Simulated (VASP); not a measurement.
# Co3SbN (Pm-3m) in VASP: further runs

Co3SbN is run at these levels: PBE; tasks: single point, relaxation of cell and atoms.

All numbers are computed with VASP 6.6.1; they aren't measurements. Logs are shortened: lines on timing, memory, paths and dates and some standing lists are left out, and cuts for length are marked.

**1. The cell of the first run**

The structure is cubic, space group Pm-3m (No. 221). The conventional cell has a = 3.873 Å, b = 3.873 Å, c = 3.873 Å, α = 90.00°, β = 90.00°, γ = 90.00°. Co (site symmetry 4/mmm) has 2 Sb at 1.94 Å within 2.6 Å. Sb (site symmetry m-3m) has 6 Co at 1.94 Å within 2.6 Å. N (site symmetry m-3m) has 12 Co at 2.74 Å and 8 Sb at 3.35 Å within 3.6 Å.

The cell was built from a structure type or drawn by symmetry, and may not be a known phase.

**2. Single point, PBE, collinear spin, ferromagnetic start**

INCAR

```
SYSTEM = Co3SbN
ALGO = Normal ; EDIFF = 1E-6
ENCUT = 600 ; GGA = PE
GGA_COMPAT = .FALSE. ; ISIF = 2
ISMEAR = 0 ; ISPIN = 2
LASPH = .TRUE. ; LCHARG = .FALSE.
LMAXMIX = 4 ; LORBIT = 11
LREAL = .FALSE. ; LWAVE = .FALSE.
MAGMOM = 3 3 3 0 0 ; NBANDS = 30
NELM = 200 ; PREC = Accurate
SIGMA = 0.1
```

KPOINTS

```
k-points
0
G
  4 4 4
  0 0 0
```

POSCAR

```
Co3SbN
1.0
    3.8730314500      0.0000000000      0.0000000000
    0.0000000000      3.8730314500      0.0000000000
    0.0000000000      0.0000000000      3.8730314500
Co Sb N
3 1 1
Direct
    0.0000000000      0.0000000000      0.5000000000
    0.0000000000      0.5000000000      0.0000000000
    0.5000000000      0.0000000000      0.0000000000
    0.0000000000      0.0000000000      0.0000000000
    0.5000000000      0.5000000000      0.5000000000
```

Potentials or basis: VASP PAW PBE potentials, release 64 (Co, Sb, N).

Launch:

```bash
> cat potpaw_PBE.64/Co/POTCAR potpaw_PBE.64/Sb/POTCAR potpaw_PBE.64/N/POTCAR > POTCAR
> mpirun -np 1 vasp_std > vasp.out
```

OUTCAR:

```text
SYSTEM = Co3SbN
   EDIFF = 1E-6
   ENCUT = 600
   GGA = PE
   ISIF = 2
   ISMEAR = 0
   ISPIN = 2
   LASPH = .TRUE.
   LORBIT = 11
   LREAL = .FALSE.
   NELM = 200
   PREC = Accurate

 ion  position               nearest neighbor table
   1  0.000  0.000  0.500-   4 1.94   4 1.94   2 2.74   2 2.74   3 2.74   3 2.74   2 2.74   2 2.74
                             3 2.74   3 2.74
   2  0.000  0.500  0.000-   4 1.94   4 1.94   1 2.74   1 2.74   1 2.74   3 2.74   3 2.74   1 2.74
                             3 2.74   3 2.74
   3  0.500  0.000  0.000-   4 1.94   4 1.94   1 2.74   1 2.74   2 2.74   1 2.74   2 2.74   2 2.74
                             1 2.74   2 2.74
   4  0.000  0.000  0.000-   1 1.94   2 1.94   3 1.94   1 1.94   2 1.94   3 1.94
   5  0.500  0.500  0.500-

  LATTYP: Found a simple cubic cell.
 ALAT       =     3.8730314500

  Lattice vectors:

 A1 = (   3.8730314500,   0.0000000000,   0.0000000000)
 A2 = (   0.0000000000,   3.8730314500,   0.0000000000)
 A3 = (   0.0000000000,   0.0000000000,   3.8730314500)

Analysis of symmetry for initial positions (statically):
=====================================================================
 Subroutine PRICEL returns:
 Original cell was already a primitive cell.

 Routine SETGRP: Setting up the symmetry group for a
 simple cubic supercell.

 Subroutine GETGRP returns: Found 48 space group operations
 (whereof 48 operations were pure point group operations)
 out of a pool of 48 trial point group operations.

The static configuration has the point symmetry O_h .

Analysis of symmetry for dynamics (positions and initial velocities):
=====================================================================
 Subroutine PRICEL returns:
 Original cell was already a primitive cell.

 Routine SETGRP: Setting up the symmetry group for a
 simple cubic supercell.

 Subroutine GETGRP returns: Found 48 space group operations
 (whereof 48 operations were pure point group operations)
 out of a pool of 48 trial point group operations.

The dynamic configuration has the point symmetry O_h .

Analysis of structural, dynamic, and magnetic symmetry:
=====================================================================
 Subroutine PRICEL returns:
 Original cell was already a primitive cell.

 Routine SETGRP: Setting up the symmetry group for a
 simple cubic supercell.

 Subroutine GETGRP returns: Found 48 space group operations
 (whereof 48 operations were pure point group operations)
 out of a pool of 48 trial point group operations.

The overall configuration has the point symmetry O_h .

 Subroutine INISYM returns: Found 48 space group operations
 (whereof 48 operations are pure point group operations),
 and found     1 'primitive' translations

----------------------------------------------------------------------------------------

                                     Primitive cell

  volume of cell :      58.0969

  direct lattice vectors                    reciprocal lattice vectors
     3.873031450  0.000000000  0.000000000     0.258195683  0.000000000  0.000000000
     0.000000000  3.873031450  0.000000000     0.000000000  0.258195683  0.000000000
     0.000000000  0.000000000  3.873031450     0.000000000  0.000000000  0.258195683

  length of vectors
     3.873031450  3.873031450  3.873031450     0.258195683  0.258195683  0.258195683

  position of ions in fractional coordinates (direct lattice)
     0.000000000  0.000000000  0.500000000
     0.000000000  0.500000000  0.000000000
     0.500000000  0.000000000  0.000000000
     0.000000000  0.000000000  0.000000000
     0.500000000  0.500000000  0.500000000

  ion indices of the primitive-cell ions
   primitive index   ion index
                 1           1
                 2           2
                 3           3
                 4           4
                 5           5

----------------------------------------------------------------------------------------

 KPOINTS: k-points

Automatic generation of k-mesh.
[... 24 lines left out ...]
  0.250000  0.000000  0.000000      6.000000
  0.500000  0.000000  0.000000      3.000000
  0.250000  0.250000  0.000000     12.000000
  0.500000  0.250000  0.000000     12.000000
  0.500000  0.500000  0.000000      3.000000
  0.250000  0.250000  0.250000      8.000000
  0.500000  0.250000  0.250000     12.000000
  0.500000  0.500000  0.250000      6.000000
  0.500000  0.500000  0.500000      1.000000
   k-points           NKPTS =     10   k-points in BZ     NKDIM =     10   number of bands    NBANDS=     30
   number of dos      NEDOS =    301   number of ions     NIONS =      5
   total plane-waves  NPLWV =  32768
   dimension x,y,z NGX =    32 NGY =   32 NGZ =   32
   dimension x,y,z NGXF=    64 NGYF=   64 NGZF=   64
   ions per type =               3   1   1
   NGX,Y,Z   is equivalent  to a cutoff of  13.74, 13.74, 13.74 a.u.
   NGXF,Y,Z  is equivalent  to a cutoff of  27.47, 27.47, 27.47 a.u.
 SYSTEM =  Co3SbN
   PREC   = accura    normal or accurate (medium, high low for compatibility)
   ISTART =      0    job   : 0-new  1-cont  2-samecut
   ICHARG =      2    charge: 1-file 2-atom 10-const
   ISPIN  =      2    spin polarized calculation?
   LNONCOLLINEAR =      F non collinear calculations
   LSORBIT =      F    spin-orbit coupling
   LASPH  =      T    aspherical Exc in radial PAW
   ENCUT  =  600.0 eV  44.10 Ry    6.64 a.u.   7.74  7.74  7.74*2*pi/ulx,y,z
   NELM   =    200;   NELMIN=  2; NELMDL= -5     # of ELM steps
   EDIFF  = 0.1E-05   stopping-criterion for ELM
   LREAL  =      F    real-space projection
   EDIFFG = 0.1E-04   stopping-criterion for IOM
   NSW    =      0    number of steps for IOM
   IBRION =     -1    ionic relax: 0-MD 1-quasi-New 2-CG
   NFREE  =      0    steps in history (QN), initial steepest desc. (CG)
   ISIF   =      2    stress and relaxation
   ISYM   =      2    0-nonsym 1-usesym 2-fastsym
   POTIM  = 0.5000    time-step for ionic-motion
   TEBEG  =    0.0;   TEEND  =   0.0 temperature during run
   PSTRESS=    0.0 pullay stress
   NELECT =      37.0000    total number of electrons
   NUPDOWN=      -1.0000    fix difference up-down
   EMIN   =  10.00;   EMAX   =-10.00  energy-range for DOS
   EFERMI =   0.00;   METHOD = LEGACY
   ISMEAR =     0;   SIGMA  =   0.10  broadening in eV -4-tet -1-fermi 0-gaus
   EFERMI_NEDOS =   21; number of points for ismear=-14 and -15
   IALGO  =     38    algorithm
   IMIX   =      4    mixing-type and parameters
     AMIX     =   0.40;   BMIX     =  1.00
     AMIX_MAG =   1.60;   BMIX_MAG =  1.00
  volume/ion in A,a.u.               =      11.62        78.41
  Fermi-wavevector in a.u.,A,eV,Ry     =   1.408503  2.661684 26.992328  1.983880
  Thomas-Fermi vector in A             =   2.530654
   LORBIT       =     11    0 simple, 1 ext, 2 COOP (PROOUT), +10 PAW based schemes
   GGA     = PE    functional components
   LHFCALC =     F    Hartree Fock is set to
   AEXX    =    0.0000 exact exchange contribution
   IVDW    =     0    specifies the selected vdW correction
   LEPSILON=     F    determine dielectric tensor
   LRPA    =     F    only Hartree local field effects (RPA)
 spin polarized calculation
 Gauss-broadening in eV      SIGMA  =   0.10
  energy-cutoff  :      600.00
  volume of cell :       58.10
 maximum number of plane-waves:      1956
 NGX is ok and might be reduce to    32
   NGX = 15   NGY = 15   NGZ = 15

 number of electron      37.0000027 magnetization       2.8377412

 Free energy of the ion-electron system (eV)
  ---------------------------------------------------
  ext. energy  EPLUGINS =         0.00000000
  ---------------------------------------------------
  free energy    TOTEN  =       -12.12367789 eV

  energy without entropy =      -12.09949846  energy(sigma->0) =      -12.11158818

 E-fermi :  10.2932     XC(G=0): -12.4850

 val. band max:       10.2300051245   @ k =   0.5000   0.2500   0.0000
 cond. band min:      10.3176191162   @ k =   0.5000   0.2500   0.2500
 fundamental gap:      0.0876139917
 Fermi energy:        10.2931994617

 spin component 1

 k-point     1 :       0.0000    0.0000    0.0000
  band No.  band energies     occupation
      1      -4.3936      1.00000
      2      -2.1047      1.00000
      3       6.6416      1.00000
      4       6.6416      1.00000
      5       6.6416      1.00000
      6       6.8136      1.00000
[... 319 lines left out ...]
     29      25.1161      0.00000
     30      26.9549      0.00000
 Fermi energy:        10.2931994617

 spin component 2

 k-point     1 :       0.0000    0.0000    0.0000
  band No.  band energies     occupation
      1      -4.2534      1.00000
      2      -1.8218      1.00000
      3       6.9327      1.00000
      4       6.9327      1.00000
      5       6.9327      1.00000
      6       7.1995      1.00000
[... 319 lines left out ...]
     29      25.1080      0.00000
     30      26.8611      0.00000

------------------------ aborting loop because EDIFF is reached ----------------------------------------

  FORCE on cell =-STRESS in cart. coord.  units (eV):
  Direction    XX          YY          ZZ          XY          YZ          ZX
  --------------------------------------------------------------------------------------
  -------------------------------------------------------------------------------------
  Total       43.3418287     43.3418287     43.3418287      0.0000000      0.0000000     -0.0000000
  in kB     1195.2664865   1195.2664865   1195.2664865      0.0000000      0.0000000     -0.0000000
  external PRESSURE =    1195.2664865 kB  Pullay stress =       0.0000000 kB

 VOLUME and BASIS-vectors are now :
 -----------------------------------------------------------------------------
  energy-cutoff  :      600.00
  volume of cell :       58.10
      direct lattice vectors                 reciprocal lattice vectors
     3.873031450  0.000000000  0.000000000     0.258195683  0.000000000  0.000000000
     0.000000000  3.873031450  0.000000000     0.000000000  0.258195683  0.000000000
     0.000000000  0.000000000  3.873031450     0.000000000  0.000000000  0.258195683

 POSITION                                       TOTAL-FORCE (eV/Angst)
 -----------------------------------------------------------------------------------
      0.00000      0.00000      1.93652         0.000000      0.000000      0.000000
      0.00000      1.93652      0.00000         0.000000      0.000000      0.000000
      1.93652      0.00000      0.00000         0.000000      0.000000      0.000000
      0.00000      0.00000      0.00000         0.000000      0.000000      0.000000
      1.93652      1.93652      1.93652         0.000000      0.000000      0.000000
 -----------------------------------------------------------------------------------
    total drift:                                0.000000      0.000000     -0.000000

  FREE ENERGIE OF THE ION-ELECTRON SYSTEM (eV)
  ---------------------------------------------------
  free  energy   TOTEN  =       -12.1236778856 eV

  energy  without entropy=      -12.0994984647  energy(sigma->0) =      -12.11158818

 total charge

# of ion       s       p       d       tot
------------------------------------------
    1        0.485   0.574   7.830   8.888
    2        0.485   0.574   7.830   8.888
    3        0.485   0.574   7.830   8.888
    4        1.298   1.983   0.398   3.679
    5        1.386   1.920   0.000   3.306
--------------------------------------------------
tot          4.138   5.624  23.887  33.649

 magnetization (x)

# of ion       s       p       d       tot
------------------------------------------
    1       -0.003  -0.013   0.899   0.884
    2       -0.003  -0.013   0.899   0.884
    3       -0.003  -0.013   0.899   0.884
    4       -0.005  -0.056  -0.020  -0.080
    5       -0.003   0.203   0.000   0.201
--------------------------------------------------
tot         -0.017   0.109   2.678   2.771
```

Run time: 91 s. Hardware: 1 thread of Intel Xeon 8259CL, shared host; peak memory 0.22 GiB.

What came out:

```yaml
Free_energy: -12.1237 eV
Pressure: 119.5 GPa
Net_moment: 2.84 μB per cell
Site_moments: Co +0.88; Sb -0.08; N +0.20 μB
Valence_electrons_inside_the_program's_atomic_spheres: Co 8.89; Sb 3.68; N 3.31
```

Levels at points of the mesh, in eV from the Fermi level:
Spin up:
| k point | band 17 | band 18 | band 19 | band 20 | band 21 | band 22 | band 23 | band 24 |
| --- | --- | --- | --- | --- | --- | --- | --- | --- |
| (0.00, 0.00, 0.00) | -1.02 | -1.02 | -1.02 | -0.47 | 0.21 | 0.21 | 0.21 | 5.73 |
| (0.50, 0.00, 0.00) | -1.04 | -1.02 | -0.26 | -0.26 | 0.94 | 1.28 | 1.28 | 6.89 |
| (0.50, 0.50, 0.00) | -1.25 | -0.74 | -0.74 | 0.18 | 2.10 | 2.11 | 2.11 | 3.80 |
| (0.50, 0.50, 0.50) | -1.29 | -0.80 | -0.80 | -0.80 | 1.83 | 1.83 | 1.83 | 4.95 |
Spin down:
```tsv
k point	band 15	band 16	band 17	band 18	band 19	band 20
(0.00, 0.00, 0.00)	-0.31	-0.31	-0.19	-0.19	-0.19	0.42
(0.50, 0.00, 0.00)	-0.80	-0.42	-0.31	-0.10	0.84	0.84
(0.50, 0.50, 0.00)	-0.51	-0.37	0.09	0.09	0.27	1.18
(0.50, 0.50, 0.50)	-1.12	0.12	0.12	0.12	0.22	0.22
```

Caveat: the k points lie up to 0.41 Å⁻¹ apart; atoms lie so close that the PAW spheres overlap strongly, which falsifies energies and pressures; spin-orbit coupling is left out, which moves the levels of the heavy elements. With open d or f shells a metallic result of PBE can be an artefact of self-interaction; +U or a hybrid may open a gap.

**3. Single point, PBE, collinear spin, ferromagnetic start**

This run uses another cell than the first one, of 23.05 Å³/atom.

INCAR

```
PREC = Accurate
ENCUT = 600
EDIFF = 1E-6
ISMEAR = 0
SIGMA = 0.1
LREAL = F
LASPH = T
NELM = 200
ALGO = Normal
ISIF = 2
LWAVE = F
LCHARG = T
ISPIN = 2
MAGMOM = 3 3 3 0 0
LORBIT = 11
LMAXMIX = 4
GGA = PE
LELF = T
LVHAR = T
NBANDS = 30
GGA_COMPAT = F
```

KPOINTS

```
Automatic mesh
0
Gamma
  4 4 4
```

POSCAR: that of step 2 with these lines changed.

```diff
@@ -2,5 +2,5 @@
 1.0
-    3.8730314500      0.0000000000      0.0000000000
-    0.0000000000      3.8730314500      0.0000000000
-    0.0000000000      0.0000000000      3.8730314500
+    4.8666627440      0.0000000000      0.0000000000
+    0.0000000000      4.8666627440      0.0000000000
+    0.0000000000      0.0000000000      4.8666627440
 Co Sb N
```

Potentials or basis: VASP PAW PBE potentials, release 64 (Co, Sb, N).

Launch:

```bash
> cat potpaw_PBE.64/Co/POTCAR potpaw_PBE.64/Sb/POTCAR potpaw_PBE.64/N/POTCAR > POTCAR
> mpirun -np 1 vasp_std > vasp.out
```

OUTCAR:

```text
PREC = Accurate
   ENCUT = 600
   EDIFF = 1E-6
   ISMEAR = 0
   LREAL = F
   LASPH = T
   NELM = 200
   ISIF = 2
   ISPIN = 2
   LORBIT = 11
   GGA = PE

 ion  position               nearest neighbor table
   1  0.000  0.000  0.500-   4 2.43   4 2.43
   2  0.000  0.500  0.000-   4 2.43   4 2.43
   3  0.500  0.000  0.000-   4 2.43   4 2.43
   4  0.000  0.000  0.000-   1 2.43   2 2.43   3 2.43   1 2.43   2 2.43   3 2.43
   5  0.500  0.500  0.500-

  LATTYP: Found a simple cubic cell.
 ALAT       =     4.8666627440

  Lattice vectors:

 A1 = (   4.8666627440,   0.0000000000,   0.0000000000)
 A2 = (   0.0000000000,   4.8666627440,   0.0000000000)
 A3 = (   0.0000000000,   0.0000000000,   4.8666627440)
[... 871 lines left out ...]

 POSITION                                       TOTAL-FORCE (eV/Angst)
 -----------------------------------------------------------------------------------
      0.00000      0.00000      2.43333         0.000000      0.000000      0.000000
      0.00000      2.43333      0.00000         0.000000      0.000000      0.000000
      2.43333      0.00000      0.00000         0.000000      0.000000      0.000000
      0.00000      0.00000      0.00000         0.000000      0.000000      0.000000
      2.43333      2.43333      2.43333         0.000000      0.000000      0.000000
 -----------------------------------------------------------------------------------
    total drift:                               -0.000000      0.000000     -0.000000

  FREE ENERGIE OF THE ION-ELECTRON SYSTEM (eV)
  ---------------------------------------------------
  free  energy   TOTEN  =       -21.5499318335 eV

  energy  without entropy=      -21.4690674626  energy(sigma->0) =      -21.50949965

 total charge

# of ion       s       p       d       tot
------------------------------------------
    1        0.325   0.230   7.273   7.829
    2        0.325   0.230   7.273   7.829
    3        0.325   0.230   7.273   7.829
    4        1.096   1.500   0.085   2.681
    5        1.358   1.897   0.000   3.255
--------------------------------------------------
tot          3.429   4.088  21.904  29.421

 magnetization (x)

# of ion       s       p       d       tot
------------------------------------------
    1        0.033   0.015   1.830   1.879
    2        0.033   0.015   1.830   1.879
    3        0.033   0.015   1.830   1.879
    4       -0.000   0.021  -0.013   0.007
    5        0.003   0.039   0.000   0.042
--------------------------------------------------
tot          0.102   0.107   5.477   5.685
```

OSZICAR:

```text
N       E                     dE             d eps       ncg     rms          rms(c)
DAV:   1     0.253257063611E+03    0.25326E+03   -0.16466E+04  1200   0.136E+03
[... 16 lines left out ...]
DAV:  18    -0.215562588302E+02    0.36100E-02   -0.13385E-03  1794   0.354E-01    0.154E+00
DAV:  19    -0.215496908176E+02    0.65680E-02   -0.10824E-02  1634   0.355E-01    0.201E-01
DAV:  20    -0.215499337204E+02   -0.24290E-03   -0.87960E-04  1454   0.224E-01    0.936E-02
DAV:  21    -0.215499350904E+02   -0.13700E-05   -0.11362E-04  1448   0.761E-02    0.425E-02
DAV:  22    -0.215499355358E+02   -0.44536E-06   -0.12256E-05  1462   0.362E-02    0.402E-02
DAV:  23    -0.215499314501E+02    0.40857E-05   -0.70744E-06  1206   0.146E-02    0.487E-03
DAV:  24    -0.215499318335E+02   -0.38341E-06   -0.15293E-06   942   0.992E-03
   1 F= -.21549932E+02 E0= -.21509500E+02  d E =-.808644E-01  mag=     5.7870
```

stdout:

```text
POSCAR found type information on POSCAR CoSbN
 POSCAR found :  3 types and       5 ions
 scaLAPACK will be used
 LDA part: xc-table for (Slater+PW92), standard interpolation
 POSCAR, INCAR and KPOINTS ok, starting setup
 FFT: planning ... GRIDC
 FFT: planning ... GRID_SOFT
 FFT: planning ... GRID
 WAVECAR not read
 entering main loop
```

Wall time 4.7 min (1 thread of Intel Xeon 8259CL, shared host); peak memory 0.33 GiB.

Results:

```yaml
Free_energy: -21.5499 eV
Pressure: -4.1 GPa
Net_moment: 5.79 μB per cell
Site_moments: Co +1.88; Sb +0.01; N +0.04 μB
Valence_electrons_inside_the_program's_atomic_spheres: Co 7.83; Sb 2.68; N 3.25
```

Levels at points of the mesh, in eV from the Fermi level:
Spin up:
```
           k point  band 19  band 20  band 21  band 22  band 23  band 24  band 25  band 26
(0.00, 0.00, 0.00)    -1.67    -1.24    -0.06    -0.06    -0.06     2.10     2.10     3.09
(0.50, 0.00, 0.00)    -0.56    -0.56    -0.24    -0.24    -0.10     2.43     3.23     5.28
(0.50, 0.50, 0.00)    -1.22    -0.10     0.24     0.46     0.46     1.77     2.41     5.04
(0.50, 0.50, 0.50)    -1.05    -1.05    -0.38    -0.38    -0.38     3.14     3.14     3.14
```
Spin down:
| k point | band 11 | band 12 | band 13 | band 14 | band 15 | band 16 | band 17 | band 18 | band 19 | band 20 |
| --- | --- | --- | --- | --- | --- | --- | --- | --- | --- | --- |
| (0.00, 0.00, 0.00) | -0.92 | -0.47 | -0.47 | -0.11 | -0.01 | -0.01 | -0.01 | 0.19 | 0.19 | 0.19 |
| (0.50, 0.00, 0.00) | -0.54 | -0.48 | -0.47 | -0.29 | -0.15 | -0.15 | 0.19 | 0.53 | 0.59 | 0.63 |
| (0.50, 0.50, 0.00) | -0.53 | -0.53 | -0.42 | -0.23 | -0.19 | 0.05 | 0.05 | 0.40 | 0.72 | 0.89 |
| (0.50, 0.50, 0.50) | -0.62 | -0.54 | -0.54 | -0.54 | 0.02 | 0.02 | 0.02 | 0.15 | 0.71 | 0.71 |

Caveat: the cell stands under tension; spin-orbit coupling is left out, which moves the levels of the heavy elements.

(Part 1 of 2 ends here.)
